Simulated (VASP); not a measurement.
# Pd (Fm-3m) in VASP: notebook, part 2 of 2

VASP 6.6.1.

### 4 Electric field gradients, LDA (14.86 Å³/atom)

This run uses another cell than the first one, of 14.86 Å³/atom.

Contents of INCAR:

```
PREC     = Accurate       # precision mode
ENCUT    = 520            # plane-wave cutoff, eV
EDIFF    = 1E-8           # SCF threshold, eV
ISMEAR   = -1             # smearing method
SIGMA    = 0.05           # smearing width, eV
LREAL    = False          # projectors in reciprocal space
LASPH    = True           # aspherical terms in the spheres
NELM     = 80             # most SCF steps
ALGO     = Normal         # electronic algorithm
ISIF     = 2              # what is computed and relaxed
LWAVE    = False          # write WAVECAR
LCHARG   = False          # write CHGCAR
LEFG     = True         
NBANDS   = 11             # bands
```

Contents of KPOINTS:

```
regular mesh
0
Gamma
  18 18 18
```

Contents of POSCAR:

```
Pd
1.0
    0.0000000000      1.9513615093      1.9513615093
    1.9513615093      0.0000000000      1.9513615093
    1.9513615093      1.9513615093      0.0000000000
Pd
1
Direct
    0.0000000000      0.0000000000      0.0000000000
```

Potentials or basis: VASP PAW LDA potentials, release 64 (Pd).

Command:

```sh
$ cat potpaw_LDA.64/Pd/POTCAR > POTCAR
$ mpirun -np 1 vasp_std > vasp.out
```

OUTCAR:

```text
PREC = Accurate
   ENCUT = 520
   EDIFF = 1E-8
   ISMEAR = -1
   LREAL = False
   LASPH = True
   NELM = 80
   ISIF = 2

 ion  position               nearest neighbor table
   1  0.000  0.000  0.000-

  LATTYP: Found a face centered cubic cell.
 ALAT       =     3.9027230186

  Lattice vectors:

 A1 = (   0.0000000000,   1.9513615093,   1.9513615093)
 A2 = (   1.9513615093,   0.0000000000,   1.9513615093)
 A3 = (   1.9513615093,   1.9513615093,   0.0000000000)

Analysis of symmetry for initial positions (statically):
=====================================================================
 Subroutine PRICEL returns:
 Original cell was already a primitive cell.

 Routine SETGRP: Setting up the symmetry group for a
 face centered cubic supercell.

 Subroutine GETGRP returns: Found 48 space group operations
 (whereof 48 operations were pure point group operations)
 out of a pool of 48 trial point group operations.

The static configuration has the point symmetry O_h .

Analysis of symmetry for dynamics (positions and initial velocities):
=====================================================================
 Subroutine PRICEL returns:
 Original cell was already a primitive cell.

 Routine SETGRP: Setting up the symmetry group for a
 face centered cubic supercell.

 Subroutine GETGRP returns: Found 48 space group operations
 (whereof 48 operations were pure point group operations)
 out of a pool of 48 trial point group operations.

The dynamic configuration has the point symmetry O_h .

 Subroutine INISYM returns: Found 48 space group operations
 (whereof 48 operations are pure point group operations),
 and found     1 'primitive' translations

----------------------------------------------------------------------------------------

                                     Primitive cell

  volume of cell :      14.8608

  direct lattice vectors                    reciprocal lattice vectors
     0.000000000  1.951361509  1.951361509    -0.256231353  0.256231353  0.256231353
     1.951361509  0.000000000  1.951361509     0.256231353 -0.256231353  0.256231353
     1.951361509  1.951361509  0.000000000     0.256231353  0.256231353 -0.256231353

  length of vectors
     2.759641912  2.759641912  2.759641912     0.443805722  0.443805722  0.443805722

  position of ions in fractional coordinates (direct lattice)
     0.000000000  0.000000000  0.000000000

  ion indices of the primitive-cell ions
   primitive index   ion index
                 1           1

----------------------------------------------------------------------------------------

 KPOINTS: regular mesh

Automatic generation of k-mesh.
 Grid dimensions read from file:
 generate k-points for:   18   18   18

 Generating k-lattice:

  Cartesian coordinates                     Fractional coordinates (reciprocal lattice)
[... 70 lines left out ...]
   PSTRESS=    0.0 pullay stress
   NELECT =      10.0000    total number of electrons
   NUPDOWN=      -1.0000    fix difference up-down
   EMIN   =  10.00;   EMAX   =-10.00  energy-range for DOS
   EFERMI =   0.00;   METHOD = LEGACY
   ISMEAR =    -1;   SIGMA  =   0.05  broadening in eV -4-tet -1-fermi 0-gaus
   EFERMI_NEDOS =   21; number of points for ismear=-14 and -15
   IALGO  =     38    algorithm
   IMIX   =      4    mixing-type and parameters
     AMIX     =   0.40;   BMIX     =  1.00
     AMIX_MAG =   1.60;   BMIX_MAG =  1.00
  volume/ion in A,a.u.               =      14.86       100.29
  Fermi-wavevector in a.u.,A,eV,Ry     =   1.434588  2.710978 28.001359  2.058042
  Thomas-Fermi vector in A             =   2.553980
   LORBIT       =      0    0 simple, 1 ext, 2 COOP (PROOUT), +10 PAW based schemes
   GGA     = CA    functional components
   LHFCALC =     F    Hartree Fock is set to
   AEXX    =    0.0000 exact exchange contribution
   IVDW    =     0    specifies the selected vdW correction
   LEPSILON=     F    determine dielectric tensor
   LRPA    =     F    only Hartree local field effects (RPA)
 non-spin polarized calculation
  energy-cutoff  :      520.00
  volume of cell :       14.86
 maximum number of plane-waves:       411
 NGX is ok and might be reduce to    24
   NGX = 11   NGY = 11   NGZ = 11

 number of electron      10.0000000 magnetization

 number of electron       9.9999998 magnetization

 Free energy of the ion-electron system (eV)
  ---------------------------------------------------
  ext. energy  EPLUGINS =         0.00000000
  ---------------------------------------------------
  free energy    TOTEN  =        -6.48551090 eV

  energy without entropy =       -6.46715640  energy(sigma->0) =       -6.47633365

 E-fermi :   9.4680     XC(G=0): -13.4715

 val. band max:        9.4648573715   @ k =   0.5000   0.1111   0.0000
 cond. band min:       9.4681819553   @ k =   0.4444   0.1667   0.0000
 fundamental gap:      0.0033245838
 Fermi energy:         9.4679818034

 k-point     1 :       0.0000    0.0000    0.0000
  band No.  band energies     occupation
      1       2.2847      2.00000
      2       6.6266      2.00000
      3       6.6266      2.00000
      4       6.6266      2.00000
      5       8.2533      2.00000
      6       8.2533      2.00000
      7      26.5940      0.00000
      8      31.2684      0.00000
      9      31.2684      0.00000
     10      31.2684      0.00000
     11      35.2652      0.00000
[... 309 lines left out ...]
 k-point    24 :      -0.2222    0.0556    0.0000
  band No.  band energies     occupation
      1       3.9969      2.00000
      2       6.3996      2.00000
      3       6.9556      2.00000
      4       6.9896      2.00000
      5       8.1294      2.00000
      6       8.6522      2.00000
      7      24.2668      0.00000
      8      27.6404      0.00000
      9      31.4562      0.00000
     10      33.8657      0.00000
     11      34.2585      0.00000

 [... further k-points ...]

------------------------ aborting loop because EDIFF is reached ----------------------------------------

  FORCE on cell =-STRESS in cart. coord.  units (eV):
  Direction    XX          YY          ZZ          XY          YZ          ZX
  --------------------------------------------------------------------------------------
  -------------------------------------------------------------------------------------
  Total       -0.8854639     -0.8854639     -0.8854639      0.0000000     -0.0000000     -0.0000000
  in kB      -95.4636975    -95.4636975    -95.4636975      0.0000000     -0.0000000     -0.0000000
  external PRESSURE =     -95.4636975 kB  Pullay stress =       0.0000000 kB

 VOLUME and BASIS-vectors are now :
 -----------------------------------------------------------------------------
  energy-cutoff  :      520.00
  volume of cell :       14.86
      direct lattice vectors                 reciprocal lattice vectors
     0.000000000  1.951361509  1.951361509    -0.256231353  0.256231353  0.256231353
     1.951361509  0.000000000  1.951361509     0.256231353 -0.256231353  0.256231353
     1.951361509  1.951361509  0.000000000     0.256231353  0.256231353 -0.256231353

 POSITION                                       TOTAL-FORCE (eV/Angst)
 -----------------------------------------------------------------------------------
      0.00000      0.00000      0.00000         0.000000      0.000000      0.000000
 -----------------------------------------------------------------------------------
    total drift:                               -0.000000      0.000000      0.000000

  FREE ENERGIE OF THE ION-ELECTRON SYSTEM (eV)
  ---------------------------------------------------
  free  energy   TOTEN  =        -6.4855109029 eV

  energy  without entropy=       -6.4671563991  energy(sigma->0) =       -6.47633365

 Electric field gradients (V/A^2)
---------------------------------------------------------------------
 ion       V_xx      V_yy      V_zz      V_xy      V_xz      V_yz
---------------------------------------------------------------------
   1      -0.000    -0.000    -0.000    -0.000    -0.000    -0.000
---------------------------------------------------------------------

 Electric field gradients after diagonalization (V/A^2)
 (convention: |V_zz| > |V_xx| > |V_yy|)
----------------------------------------------------------------------
 ion       V_xx      V_yy      V_zz     asymmetry (V_yy - V_xx)/ V_zz
----------------------------------------------------------------------
   1       0.000     0.000    -0.001       0.000
----------------------------------------------------------------------

           NMR quadrupolar parameters

 Cq : quadrupolar parameter    Cq=e*Q*V_zz/h
 eta: asymmetry parameters     (V_yy - V_xx)/ V_zz
 Q  : nuclear electric quadrupole moment in mb (millibarn)
----------------------------------------------------------------------
 ion       Cq(MHz)       eta       Q (mb)
----------------------------------------------------------------------
   1      -0.000       0.000       1.000
----------------------------------------------------------------------
```

Run time: 17 s. Hardware: 1 thread of Intel Xeon Platinum 8375C at 2.90GHz (Ice Lake), shared host; peak memory 0.15 GiB.

What came out:

```yaml
Free_energy: -6.4855 eV
Pressure: -9.5 GPa
Band_gap_on_the_k_mesh: zero (bands 5 and 6 overlap by 1.57 eV)
Largest_electric_field_gradient_by_atom: zero within the noise of the run
```

Levels at points of the mesh, in eV from the Fermi level:
```
           k point  band 3  band 4  band 5  band 6  band 7  band 8
(0.00, 0.00, 0.00)   -2.84   -2.84   -1.21   -1.21   17.13   21.80
(0.50, 0.00, 0.00)   -2.88   -0.02   -0.02    0.95    7.18   16.50
(0.50, 0.50, 0.00)   -0.04    0.28    0.28    3.25   10.63   13.02
```

Caveat: the cell stands under tension.
